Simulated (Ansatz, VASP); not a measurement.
**Two plane-wave programs on HfH2**

File POSCAR:

```
HfH2
1.0
   -1.7518040000      1.7518040000      2.1965550000
    1.7518040000     -1.7518040000      2.1965550000
    1.7518040000      1.7518040000     -2.1965550000
H Hf
2 1
Direct
    0.7500000000      0.2500000000      0.5000000000
    0.2500000000      0.7500000000      0.5000000000
    0.0000000000      0.0000000000      0.0000000000
```

The input INCAR.step1:

```
PREC = Accurate ; ENCUT = 520
ISMEAR = -1 ; SIGMA = 0.1
LREAL = False ; LASPH = True
NELM = 80 ; NBANDS = 13
GGA = PE ; ALGO = Normal
EDIFF = 1E-4 ; LWAVE = True
LCHARG = False
```

INCAR.step2

```
PREC = Accurate ; ENCUT = 520
EDIFF = 1E-6 ; ISMEAR = -1
SIGMA = 0.1 ; LREAL = False
LASPH = True ; NELM = 80
ALGO = Normal ; ISIF = 2
LWAVE = False ; LCHARG = False
METAGGA = R2SCAN ; LMIXTAU = True
NBANDS = 13 ; ISTART = 1
```

File KPOINTS:

```
Automatic mesh
0
Gamma
  13 13 13
```

Input for Ansatz:

```yaml
crystal:
  lattice:
    - [-1.751804, 1.751804, 2.196555]
    - [1.751804, -1.751804, 2.196555]
    - [1.751804, 1.751804, -2.196555]
  atoms:
    - { symbol: H, position: [0.75, 0.25, 0.5] }
    - { symbol: H, position: [0.25, 0.75, 0.5] }
    - { symbol: Hf, position: [0.0, 0.0, 0.0] }
  symmetry: { tolerance: 0.0003 }
kpoints:
  mp_grid: { grid: [13, 13, 13], shift: [0, 0, 0] }
  band_path:
    path:
      - [0.0, 0.0, 0.0]
      - [0.0, 0.0, 0.5]
      - [0.25, 0.25, 0.25]
      - [0.0, 0.5, 0.0]
      - [0.0, 0.0, 0.0]
      - [0.5, 0.5, -0.5]
      - [0.40901089, 0.59098911, -0.40901089]
      - [-0.40901089, 0.40901089, 0.40901089]
      - [0.0, 0.0, 0.0]
      - [0.0, 0.0, 0.5]
      - [-0.31802178, 0.31802178, 0.5]
    npoints: 6
magnetization:
  spin_polarized: false
scf:
  occupations: { method: fermi_dirac }
  lower_state_search: "off"
  max_iter: 200
hamiltonian:
  pseudopotentials: { kind: paw }
  xc: r2scan
basis:
  ecutwfc: 500
  fft_grid_basis: typed
output:
  forces: true
  stress: true
  eigenvalues: true
  bader: true
  populations: true
  elf: true
  write_potential: true
  volumetric_format: npy
  dos:
    e_range: [-12, 8]
    de: 0.05
    projected: { site_lists: { H: [H], Hf: [Hf] } }
checkpoint:
  read: saved_state
```

Alike in both runs: task single point; functional r2SCAN; k mesh 13 × 13 × 13; no spin polarisation.

```csv
,VASP,Ansatz
version,VASP 6.6.1,Ansatz 0.2.0
potentials or method,"VASP PAW PBE potentials, release 64 (H, Hf_pv), cutoff 520 eV",PAW plane waves
occupations,"fermi-dirac, width 0.1 eV",fermi-dirac
valence electrons in the cell,12,28
```

Ansatz gave:

```
pressure (GPa)                                                : -5.9
traceless stress, the component that is largest in VASP (GPa) : -0.02
```

Problem. Estimate VASP's values.

Solution. Pressure (GPa): -6.9; traceless stress, the component that is largest in VASP (GPa): 0.08.

VASP's potentials were made for PBE, not for r2SCAN. VASP's potentials hold 12 valence electrons a cell and Ansatz's 28, so a difference there can come from the potentials and not from the codes.

Neither program's run includes spin-orbit coupling.
